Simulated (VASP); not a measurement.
# Lu4Se (Pm-3m) in VASP: single point with PBE

Aim: the single point of Lu4Se with PBE.

Everything below comes from runs of VASP 6.6.1. Logs are shortened: lines on timing, memory, paths and dates and some standing lists are left out, and cuts for length are marked.

### Step 1. The cell of the first run

Symmetry: Pm-3m, No. 221, cubic system. Conventional cell: a = 5.304 Å, b = 5.304 Å, c = 5.304 Å, α = 90.00°, β = 90.00°, γ = 90.00°. Within 3.5 Å of Lu (site symmetry 4/mmm) lie 2 Se at 2.65 Å. Within 3.5 Å of Lu (site symmetry 4/mmm) lie 2 Se at 2.65 Å. Within 4.9 Å of Lu (site symmetry m-3m) lie 12 Lu at 3.75 Å and 8 Se at 4.59 Å. Within 3.5 Å of Se (site symmetry m-3m) lie 6 Lu at 2.65 Å.

### Step 2. Single point, PBE

File INCAR:

```
SYSTEM = Lu4Se
  PREC = Accurate
  ENCUT = 600
  EDIFF = 1E-6
  ISMEAR = 0
  SIGMA = 0.2
  LREAL = .FALSE.
  LASPH = .TRUE.
  NELM = 120
  ALGO = Normal
  ISIF = 2
  LWAVE = .FALSE.
  LCHARG = .FALSE.
  GGA = PE
  NBANDS = 117
  GGA_COMPAT = .FALSE.
```

File KPOINTS:

```
Automatic mesh
0
G
  4 4 2
  0 0 0
```

File POSCAR:

```
Lu4Se
1.0
   -5.3042279802      0.0000000000      0.0000000000
    0.0000000000      0.0000000000     -5.3042279802
    0.0000000000    -10.6084559604      0.0000000000
Lu Se
8 2
Direct
    0.0000000000      0.5000000000      0.7500000000
    0.0000000000      0.5000000000      0.2500000000
    0.5000000000      0.5000000000      0.0000000000
    0.5000000000      0.5000000000      0.5000000000
    0.5000000000      0.0000000000      0.7500000000
    0.5000000000      0.0000000000      0.2500000000
    0.0000000000      0.0000000000      0.0000000000
    0.0000000000      0.0000000000      0.5000000000
    0.5000000000      0.5000000000      0.7500000000
    0.5000000000      0.5000000000      0.2500000000
```

Potentials or basis: VASP PAW PBE potentials, release 64 (Lu, Se).

The run is started by

```console
$ cat potpaw_PBE.64/Lu/POTCAR potpaw_PBE.64/Se/POTCAR > POTCAR
$ mpirun -np 1 vasp_std > vasp.out
```

OUTCAR:

```text
SYSTEM = Lu4Se
   PREC = Accurate
   ENCUT = 600
   EDIFF = 1E-6
   ISMEAR = 0
   LREAL = .FALSE.
   LASPH = .TRUE.
   NELM = 120
   ISIF = 2
   GGA = PE

 ion  position               nearest neighbor table
   1  0.000  0.500  0.750-   9 2.65   9 2.65   5 3.75   7 3.75   8 3.75   3 3.75   5 3.75   7 3.75
                             8 3.75   3 3.75   4 3.75   5 3.75   4 3.75   5 3.75
   2  0.000  0.500  0.250-  10 2.65  10 2.65   6 3.75   7 3.75   8 3.75   3 3.75   6 3.75   7 3.75
                             8 3.75   3 3.75   4 3.75   6 3.75   4 3.75   6 3.75
   3  0.500  0.500  0.000-   9 2.65  10 2.65   5 3.75   6 3.75   7 3.75   1 3.75   2 3.75   5 3.75
                             6 3.75   7 3.75   1 3.75   2 3.75   7 3.75   7 3.75
   4  0.500  0.500  0.500-   9 2.65  10 2.65   5 3.75   6 3.75   8 3.75   1 3.75   2 3.75   5 3.75
                             6 3.75   8 3.75   1 3.75   2 3.75   8 3.75   8 3.75
   5  0.500  0.000  0.750-   9 2.65   9 2.65   4 3.75   7 3.75   8 3.75   1 3.75   1 3.75   3 3.75
                             4 3.75   3 3.75   1 3.75   7 3.75   8 3.75   1 3.75
   6  0.500  0.000  0.250-  10 2.65  10 2.65   4 3.75   7 3.75   8 3.75   2 3.75   2 3.75   3 3.75
                             4 3.75   3 3.75   2 3.75   7 3.75   8 3.75   2 3.75
   7  0.000  0.000  0.000-   1 3.75   2 3.75   3 3.75   5 3.75   6 3.75   1 3.75   2 3.75   3 3.75
                             3 3.75   5 3.75   6 3.75   3 3.75
   8  0.000  0.000  0.500-   1 3.75   2 3.75   4 3.75   5 3.75   6 3.75   1 3.75   2 3.75   4 3.75
                             4 3.75   5 3.75   6 3.75   4 3.75
   9  0.500  0.500  0.750-   1 2.65   3 2.65   4 2.65   5 2.65   5 2.65   1 2.65
  10  0.500  0.500  0.250-   2 2.65   3 2.65   4 2.65   6 2.65   6 2.65   2 2.65

  LATTYP: Found a simple tetragonal cell.
 ALAT       =     5.3042279802
 C/A-ratio  =     2.0000000000

  Lattice vectors:

 A1 = (  -5.3042279802,   0.0000000000,   0.0000000000)
 A2 = (   0.0000000000,   0.0000000000,  -5.3042279802)
 A3 = (   0.0000000000, -10.6084559604,   0.0000000000)

Analysis of symmetry for initial positions (statically):
=====================================================================
 Subroutine PRICEL returns following result:

  LATTYP: Found a simple cubic cell.
 ALAT       =     5.3042279802

  Lattice vectors:

 A1 = (  -5.3042279802,   0.0000000000,   0.0000000000)
 A2 = (   0.0000000000,   0.0000000000,  -5.3042279802)
 A3 = (   0.0000000000,  -5.3042279802,   0.0000000000)

   2 primitive cells build up your supercell.

 Routine SETGRP: Setting up the symmetry group for a
 simple tetragonal supercell.

 Subroutine GETGRP returns: Found 16 space group operations
 (whereof 16 operations were pure point group operations)
 out of a pool of 16 trial point group operations.

The static configuration has the point symmetry D_4h.

Analysis of symmetry for dynamics (positions and initial velocities):
=====================================================================
 Subroutine PRICEL returns following result:

  LATTYP: Found a simple cubic cell.
 ALAT       =     5.3042279802

  Lattice vectors:

 A1 = (  -5.3042279802,   0.0000000000,   0.0000000000)
 A2 = (   0.0000000000,   0.0000000000,  -5.3042279802)
 A3 = (   0.0000000000,  -5.3042279802,   0.0000000000)

   2 primitive cells build up your supercell.

 Routine SETGRP: Setting up the symmetry group for a
 simple tetragonal supercell.

 Subroutine GETGRP returns: Found 16 space group operations
 (whereof 16 operations were pure point group operations)
 out of a pool of 16 trial point group operations.

The dynamic configuration has the point symmetry D_4h.

 Subroutine INISYM returns: Found 16 space group operations
 (whereof 16 operations are pure point group operations),
 and found     2 'primitive' translations

----------------------------------------------------------------------------------------

                                     Primitive cell

  volume of cell :     149.2336

  direct lattice vectors                    reciprocal lattice vectors
    -5.304227980  0.000000000  0.000000000    -0.188528850  0.000000000  0.000000000
     0.000000000  0.000000000 -5.304227980     0.000000000  0.000000000 -0.188528850
[... 24 lines left out ...]
Automatic generation of k-mesh.
 Grid dimensions read from file:
 generate k-points for:    4    4    2

 Generating k-lattice:

  Cartesian coordinates                     Fractional coordinates (reciprocal lattice)
    -0.047132212  0.000000000  0.000000000     0.250000000  0.000000000  0.000000000
     0.000000000  0.000000000 -0.047132212     0.000000000  0.250000000  0.000000000
     0.000000000 -0.047132212  0.000000000     0.000000000  0.000000000  0.500000000

  Length of vectors
     0.047132212  0.047132212  0.047132212

  Shift w.r.t. Gamma in fractional coordinates (k-lattice)
     0.000000000  0.000000000  0.000000000

 Subroutine IBZKPT returns following result:
 ===========================================

 Found     12 irreducible k-points:

 Following reciprocal coordinates:
            Coordinates               Weight
  0.000000  0.000000  0.000000      1.000000
  0.250000  0.000000  0.000000      4.000000
  0.500000  0.000000  0.000000      2.000000
  0.250000  0.250000  0.000000      4.000000
  0.500000  0.250000  0.000000      4.000000
  0.500000  0.500000  0.000000      1.000000
  0.000000  0.000000  0.500000      1.000000
  0.250000  0.000000  0.500000      4.000000
  0.500000  0.000000  0.500000      2.000000
  0.250000  0.250000  0.500000      4.000000
  0.500000  0.250000  0.500000      4.000000
  0.500000  0.500000  0.500000      1.000000
   k-points           NKPTS =     12   k-points in BZ     NKDIM =     12   number of bands    NBANDS=    117
   number of dos      NEDOS =    301   number of ions     NIONS =     10
   total plane-waves  NPLWV = 158760
   dimension x,y,z NGX =    42 NGY =   42 NGZ =   90
   dimension x,y,z NGXF=    84 NGYF=   84 NGZF=  180
   ions per type =               8   2
   NGX,Y,Z   is equivalent  to a cutoff of  13.16, 13.16, 14.10 a.u.
   NGXF,Y,Z  is equivalent  to a cutoff of  26.33, 26.33, 28.21 a.u.
 SYSTEM =  Lu4Se
   PREC   = accura    normal or accurate (medium, high low for compatibility)
   ISTART =      0    job   : 0-new  1-cont  2-samecut
   ICHARG =      2    charge: 1-file 2-atom 10-const
   ISPIN  =      1    spin polarized calculation?
   LNONCOLLINEAR =      F non collinear calculations
   LSORBIT =      F    spin-orbit coupling
   LASPH  =      T    aspherical Exc in radial PAW
   ENCUT  =  600.0 eV  44.10 Ry    6.64 a.u.  10.59 10.59 21.19*2*pi/ulx,y,z
   NELM   =    120;   NELMIN=  2; NELMDL= -5     # of ELM steps
   EDIFF  = 0.1E-05   stopping-criterion for ELM
   LREAL  =      F    real-space projection
   EDIFFG = 0.1E-04   stopping-criterion for IOM
   NSW    =      0    number of steps for IOM
   IBRION =     -1    ionic relax: 0-MD 1-quasi-New 2-CG
   NFREE  =      0    steps in history (QN), initial steepest desc. (CG)
   ISIF   =      2    stress and relaxation
   ISYM   =      2    0-nonsym 1-usesym 2-fastsym
   POTIM  = 0.5000    time-step for ionic-motion
   TEBEG  =    0.0;   TEEND  =   0.0 temperature during run
   PSTRESS=    0.0 pullay stress
   NELECT =     212.0000    total number of electrons
   NUPDOWN=      -1.0000    fix difference up-down
   EMIN   =  10.00;   EMAX   =-10.00  energy-range for DOS
   EFERMI =   0.00;   METHOD = LEGACY
   ISMEAR =     0;   SIGMA  =   0.20  broadening in eV -4-tet -1-fermi 0-gaus
   EFERMI_NEDOS =   21; number of points for ismear=-14 and -15
   IALGO  =     38    algorithm
   IMIX   =      4    mixing-type and parameters
     AMIX     =   0.40;   BMIX     =  1.00
     AMIX_MAG =   1.60;   BMIX_MAG =  1.00
  volume/ion in A,a.u.               =      29.85       201.42
  Fermi-wavevector in a.u.,A,eV,Ry     =   1.460678  2.760282 29.029137  2.133581
  Thomas-Fermi vector in A             =   2.577100
   LORBIT       =      0    0 simple, 1 ext, 2 COOP (PROOUT), +10 PAW based schemes
   GGA     = PE    functional components
   LHFCALC =     F    Hartree Fock is set to
   AEXX    =    0.0000 exact exchange contribution
   IVDW    =     0    specifies the selected vdW correction
   LEPSILON=     F    determine dielectric tensor
   LRPA    =     F    only Hartree local field effects (RPA)
 non-spin polarized calculation
 Gauss-broadening in eV      SIGMA  =   0.20
  energy-cutoff  :      600.00
  volume of cell :      298.47
 maximum number of plane-waves:      9990
   NGX = 21   NGY = 21   NGZ = 43

 number of electron     212.0000008 magnetization

 Free energy of the ion-electron system (eV)
  ---------------------------------------------------
  ext. energy  EPLUGINS =         0.00000000
  ---------------------------------------------------
  free energy    TOTEN  =       -46.44873771 eV

  energy without entropy =      -46.10731241  energy(sigma->0) =      -46.27802506

 E-fermi :   2.3936     XC(G=0): -10.1409

 val. band max:        2.3935491123   @ k =   0.2500   0.0000   0.0000
 cond. band min:       2.4262463316   @ k =   0.5000   0.2500   0.5000
 fundamental gap:      0.0326972193
 Fermi energy:         2.3936428374

 k-point     1 :       0.0000    0.0000    0.0000
  band No.  band energies     occupation
      1     -54.5074      2.00000
      2     -54.5074      2.00000
      3     -53.9767      2.00000
      4     -53.9734      2.00000
      5     -53.9701      2.00000
      6     -53.9667      2.00000
[... 1429 lines left out ...]
    116       4.0739      0.00000
    117       4.6040      0.00000

------------------------ aborting loop because EDIFF is reached ----------------------------------------

  FORCE on cell =-STRESS in cart. coord.  units (eV):
  Direction    XX          YY          ZZ          XY          YZ          ZX
  --------------------------------------------------------------------------------------
  -------------------------------------------------------------------------------------
  Total        0.4709746      0.4650672      0.4709746      0.0000000      0.0000000      0.0000000
  in kB        2.5282007      2.4964898      2.5282007      0.0000000      0.0000000      0.0000000
  external PRESSURE =       2.5176304 kB  Pullay stress =       0.0000000 kB

 VOLUME and BASIS-vectors are now :
 -----------------------------------------------------------------------------
  energy-cutoff  :      600.00
  volume of cell :      298.47
      direct lattice vectors                 reciprocal lattice vectors
    -5.304227980  0.000000000  0.000000000    -0.188528850  0.000000000  0.000000000
     0.000000000  0.000000000 -5.304227980     0.000000000  0.000000000 -0.188528850
     0.000000000-10.608455960  0.000000000     0.000000000 -0.094264425  0.000000000

 POSITION                                       TOTAL-FORCE (eV/Angst)
 -----------------------------------------------------------------------------------
      0.00000     -7.95634     -2.65211         0.000000     -0.000000      0.000000
      0.00000     -2.65211     -2.65211         0.000000     -0.000000      0.000000
     -2.65211      0.00000     -2.65211         0.000000      0.000000     -0.000000
     -2.65211     -5.30423     -2.65211         0.000000      0.000000     -0.000000
     -2.65211     -7.95634      0.00000        -0.000000     -0.000000     -0.000000
     -2.65211     -2.65211      0.00000        -0.000000     -0.000000     -0.000000
      0.00000      0.00000      0.00000         0.000000      0.000000     -0.000000
      0.00000     -5.30423      0.00000         0.000000      0.000000     -0.000000
     -2.65211     -7.95634     -2.65211         0.000000      0.000000     -0.000000
     -2.65211     -2.65211     -2.65211         0.000000      0.000000     -0.000000
 -----------------------------------------------------------------------------------
    total drift:                               -0.000000      0.000000      0.000000

  FREE ENERGIE OF THE ION-ELECTRON SYSTEM (eV)
  ---------------------------------------------------
  free  energy   TOTEN  =       -46.4487377113 eV

  energy  without entropy=      -46.1073124124  energy(sigma->0) =      -46.27802506
```

Run time: 26 min. Hardware: 1 thread of AMD EPYC 7R13, shared host; peak memory 0.61 GiB.

What came out:

```yaml
Free_energy: -46.4487 eV
Pressure: 0.3 GPa
Band_gap_on_the_k_mesh: zero (bands 106 and 107 overlap by 0.50 eV)
```

Caveat: spin-orbit coupling is left out, which moves the levels of the heavy elements.
